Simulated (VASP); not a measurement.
# GaAs (I-4m2) in VASP: a series of runs, part 2 of 2

VASP 6.6.1. Earlier steps stand in the parts before.

### Step 3. Single point, PBE (uniaxial z strain +1.0%)

Contents of INCAR:

```
PREC = Accurate ; ENCUT = 600
EDIFF = 1E-6 ; ISMEAR = -1
SIGMA = 0.02 ; LREAL = False
LASPH = True ; NELM = 120
ALGO = Normal ; ISIF = 2
LWAVE = False ; LCHARG = True
GGA = PE ; LELF = True
LVHAR = True ; NBANDS = 21
GGA_COMPAT = False
```

Contents of KPOINTS:

```
Automatic mesh
0
Gamma
  8 8 8
```

Contents of POSCAR:

```
GaAs
1.0
    0.0000000000      2.8330850955      2.8614159464
    2.8330850955      0.0000000000      2.8614159464
    2.8330850955      2.8330850955      0.0000000000
Ga As
1 1
Direct
    0.0000000000      0.0000000000      0.0000000000
    0.2500000000      0.2500000000      0.2500000000
```

Potentials or basis: VASP PAW PBE potentials, release 64 (Ga_d, As_d).

Command:

```
cat potpaw_PBE.64/Ga_d/POTCAR potpaw_PBE.64/As_d/POTCAR > POTCAR
mpirun -np 1 vasp_std > vasp.out
```

Wall time 30 s (1 thread of Intel Xeon Platinum 8559C (Emerald Rapids), shared host); peak memory 0.22 GiB.

The run converged. Its results:

```
Free energy            : -8.2735 eV
Pressure               : 2.0 GPa
Band gap on the k mesh : 0.37 eV, direct
```

Stress tensor (GPa, compression positive):
```
2.18 0.00 0.00
0.00 2.18 0.00
0.00 0.00 1.58
```

Levels at points of the mesh, in eV from the valence-band top:
```
           k point  band 11  band 12  band 13  band 14  band 15  band 16  band 17  band 18
(0.00, 0.00, 0.00)   -12.63    -0.06     0.00     0.00     0.37     3.71     3.71     3.73
(0.50, 0.00, 0.00)   -10.91    -6.56    -1.17    -1.09     0.94     4.59     4.65     7.73
(0.50, 0.50, 0.00)   -10.22    -6.79    -2.59    -2.59     1.52     1.71    10.02    10.02
(0.50, 0.00, 0.50)   -10.19    -6.73    -2.66    -2.65     1.46     1.62     9.99    10.06
```

Caveat: the cell differs from its parent crystal (uniaxial z strain +1.0%).

### Step 4. Single point, PBE (uniaxial z strain -2.0%)

Contents of INCAR:

```
PREC = Accurate
ENCUT = 600
EDIFF = 1E-6
ISMEAR = -1
SIGMA = 0.02
LREAL = False
LASPH = True
NELM = 120
ALGO = Normal
ISIF = 2
LWAVE = False
LCHARG = True
GGA = PE
LELF = True
LVHAR = True
NBANDS = 21
GGA_COMPAT = False
```

Contents of KPOINTS:

```
regular mesh
0
Gamma
  8 8 8
```

Contents of POSCAR:

```
GaAs
1.0
    0.0000000000      2.8330850955      2.7764233935
    2.8330850955      0.0000000000      2.7764233935
    2.8330850955      2.8330850955      0.0000000000
Ga As
1 1
Direct
    0.0000000000      0.0000000000      0.0000000000
    0.2500000000      0.2500000000      0.2500000000
```

Potentials or basis: VASP PAW PBE potentials, release 64 (Ga_d, As_d).

Command:

```
cat potpaw_PBE.64/Ga_d/POTCAR potpaw_PBE.64/As_d/POTCAR > POTCAR
mpirun -np 1 vasp_std > vasp.out
```

OUTCAR:

```text
PREC = Accurate
   ENCUT = 600
   EDIFF = 1E-6
   ISMEAR = -1
   LREAL = False
   LASPH = True
   NELM = 120
   ISIF = 2
   GGA = PE

 ion  position               nearest neighbor table
   1  0.000  0.000  0.000-   2 2.44   2 2.44   2 2.44   2 2.44
   2  0.250  0.250  0.250-   1 2.44   1 2.44   1 2.44   1 2.44

  LATTYP: Found a body centered tetragonal cell.
 ALAT       =     4.0065873654
 C/A-ratio  =     1.3859292911

  Lattice vectors:

 A1 = (   0.0000000000,  -2.8330850955,  -2.7764233935)
 A2 = (   0.0000000000,   2.8330850955,  -2.7764233935)
 A3 = (   2.8330850955,   0.0000000000,   2.7764233935)

Analysis of symmetry for initial positions (statically):
=====================================================================
 Subroutine PRICEL returns:
 Original cell was already a primitive cell.

 Routine SETGRP: Setting up the symmetry group for a
 body centered tetragonal supercell.

 Subroutine GETGRP returns: Found  8 space group operations
 (whereof  8 operations were pure point group operations)
 out of a pool of 16 trial point group operations.

The static configuration has the point symmetry D_2d.

Analysis of symmetry for dynamics (positions and initial velocities):
=====================================================================
 Subroutine PRICEL returns:
 Original cell was already a primitive cell.

 Routine SETGRP: Setting up the symmetry group for a
 body centered tetragonal supercell.

 Subroutine GETGRP returns: Found  8 space group operations
 (whereof  8 operations were pure point group operations)
 out of a pool of 16 trial point group operations.

The dynamic configuration has the point symmetry D_2d.

 Subroutine INISYM returns: Found  8 space group operations
 (whereof  8 operations are pure point group operations),
 and found     1 'primitive' translations

[... 105 lines left out ...]
   NELECT =      28.0000    total number of electrons
   NUPDOWN=      -1.0000    fix difference up-down
   EMIN   =  10.00;   EMAX   =-10.00  energy-range for DOS
   EFERMI =   0.00;   METHOD = LEGACY
   ISMEAR =    -1;   SIGMA  =   0.02  broadening in eV -4-tet -1-fermi 0-gaus
   EFERMI_NEDOS =   21; number of points for ismear=-14 and -15
   IALGO  =     38    algorithm
   IMIX   =      4    mixing-type and parameters
     AMIX     =   0.40;   BMIX     =  1.00
     AMIX_MAG =   1.60;   BMIX_MAG =  1.00
  volume/ion in A,a.u.               =      22.28       150.38
  Fermi-wavevector in a.u.,A,eV,Ry     =   1.402111  2.649606 26.747918  1.965916
  Thomas-Fermi vector in A             =   2.524906
   LORBIT       =      0    0 simple, 1 ext, 2 COOP (PROOUT), +10 PAW based schemes
   GGA     = PE    functional components
   LHFCALC =     F    Hartree Fock is set to
   AEXX    =    0.0000 exact exchange contribution
   IVDW    =     0    specifies the selected vdW correction
   LEPSILON=     F    determine dielectric tensor
   LRPA    =     F    only Hartree local field effects (RPA)
 non-spin polarized calculation
  energy-cutoff  :      600.00
  volume of cell :       44.57
 maximum number of plane-waves:      1508
   NGX = 15   NGY = 15   NGZ = 17

 number of electron      28.0000003 magnetization

 Free energy of the ion-electron system (eV)
  ---------------------------------------------------
  ext. energy  EPLUGINS =         0.00000000
  ---------------------------------------------------
  free energy    TOTEN  =        -8.24420637 eV

  energy without entropy =       -8.24420636  energy(sigma->0) =       -8.24420637

 E-fermi :   3.5958     XC(G=0):  -9.9830

 val. band max:        3.3250353540   @ k =   0.0000   0.0000   0.0000
 cond. band min:       3.8663253037   @ k =   0.0000   0.0000   0.0000
 fundamental gap:      0.5412899497
 Fermi energy:         3.5958316001

 k-point     1 :       0.0000    0.0000    0.0000
  band No.  band energies     occupation
      1     -31.8943      2.00000
      2     -31.8924      2.00000
      3     -31.8924      2.00000
      4     -31.8834      2.00000
      5     -31.8811      2.00000
      6     -11.5783      2.00000
[... 565 lines left out ...]
     20      13.4884      0.00000
     21      14.3627      0.00000

 [... further k-points ...]

------------------------ aborting loop because EDIFF is reached ----------------------------------------

  FORCE on cell =-STRESS in cart. coord.  units (eV):
  Direction    XX          YY          ZZ          XY          YZ          ZX
  --------------------------------------------------------------------------------------
  -------------------------------------------------------------------------------------
  Total        1.0755904      1.0755904      1.3942982      0.0000000      0.0000000      0.0000000
  in kB       38.6654046     38.6654046     50.1223393      0.0000000      0.0000000      0.0000000
  external PRESSURE =      42.4843828 kB  Pullay stress =       0.0000000 kB

 VOLUME and BASIS-vectors are now :
 -----------------------------------------------------------------------------
  energy-cutoff  :      600.00
  volume of cell :       44.57
      direct lattice vectors                 reciprocal lattice vectors
     0.000000000  2.833085095  2.776423394    -0.176486051  0.176486051  0.180087807
     2.833085095  0.000000000  2.776423394     0.176486051 -0.176486051  0.180087807
     2.833085095  2.833085095  0.000000000     0.176486051  0.176486051 -0.180087807

 POSITION                                       TOTAL-FORCE (eV/Angst)
 -----------------------------------------------------------------------------------
      0.00000      0.00000      0.00000         0.000000      0.000000     -0.000000
      1.41654      1.41654      1.38821        -0.000000     -0.000000      0.000000
 -----------------------------------------------------------------------------------
    total drift:                                0.000001      0.000001     -0.000002

  FREE ENERGIE OF THE ION-ELECTRON SYSTEM (eV)
  ---------------------------------------------------
  free  energy   TOTEN  =        -8.2442063677 eV

  energy  without entropy=       -8.2442063646  energy(sigma->0) =       -8.24420637
```

OSZICAR:

```text
N       E                     dE             d eps       ncg     rms          rms(c)
DAV:   1     0.184212166374E+03    0.18421E+03   -0.14385E+04  3133   0.577E+03
DAV:   2     0.192891123220E+02   -0.16492E+03   -0.15869E+03  2543   0.807E+02
DAV:   3    -0.719042915542E+01   -0.26480E+02   -0.26196E+02  2748   0.148E+02
DAV:   4    -0.838711401437E+01   -0.11967E+01   -0.11956E+01  2895   0.344E+01
DAV:   5    -0.841134612356E+01   -0.24232E-01   -0.24231E-01  2763   0.554E+00    0.336E+00
DAV:   6    -0.826573128032E+01    0.14561E+00   -0.25264E-01  3512   0.788E+00    0.200E+00
DAV:   7    -0.824269577474E+01    0.23036E-01   -0.86041E-02  3094   0.205E+00    0.614E-01
DAV:   8    -0.824366662144E+01   -0.97085E-03   -0.14175E-02  3198   0.180E+00    0.111E-01
DAV:   9    -0.824411393788E+01   -0.44732E-03   -0.14805E-03  2753   0.541E-01    0.516E-02
DAV:  10    -0.824416164394E+01   -0.47706E-04   -0.16201E-04  2940   0.135E-01    0.231E-02
DAV:  11    -0.824420618904E+01   -0.44545E-04   -0.69800E-05  3066   0.746E-02    0.595E-03
DAV:  12    -0.824420636766E+01   -0.17861E-06   -0.48730E-06  2929   0.299E-02
   1 F= -.82442064E+01 E0= -.82442064E+01  d E =-.302875E-08
```

stdout:

```text
POSCAR found type information on POSCAR GaAs
 POSCAR found :  2 types and       2 ions
 scaLAPACK will be used
 LDA part: xc-table for (Slater+PW92), standard interpolation
 POSCAR, INCAR and KPOINTS ok, starting setup
 FFT: planning ... GRIDC
 FFT: planning ... GRID_SOFT
 FFT: planning ... GRID
 WAVECAR not read
 entering main loop
```

Wall time 32 s (1 thread of Intel Xeon Platinum 8559C (Emerald Rapids), shared host); peak memory 0.21 GiB.

Results:

```yaml
Free_energy: -8.2442 eV
Pressure: 4.2 GPa
Band_gap_on_the_k_mesh: 0.54 eV, direct
```

Caveat: the cell differs from its parent crystal (uniaxial z strain -2.0%).

### Step 5. The runs side by side

```csv
cell,gap on the mesh (eV),pressure (GPa)
"a = 4.067, b = 4.067, c = 4.007 Å, angles 60.5, 60.5, 59.0°, 2 atoms",0.18,0.7
"a = 4.027, b = 4.027, c = 4.007 Å, angles 60.2, 60.2, 59.7°, 2 atoms",0.37,2.0
"a = 3.967, b = 3.967, c = 4.007 Å, angles 59.7, 59.7, 60.7°, 2 atoms",0.54,4.2
```

Alike in all rows: task single point; level PBE; potentials or basis VASP PAW PBE potentials, release 64 (Ga_d, As_d); no spin polarisation; k mesh 8 × 8 × 8; cutoff (eV) 600; smearing fermi-dirac 0.02 eV.

Total energies depend on the potentials used, so only differences within one code and one set of settings carry meaning.
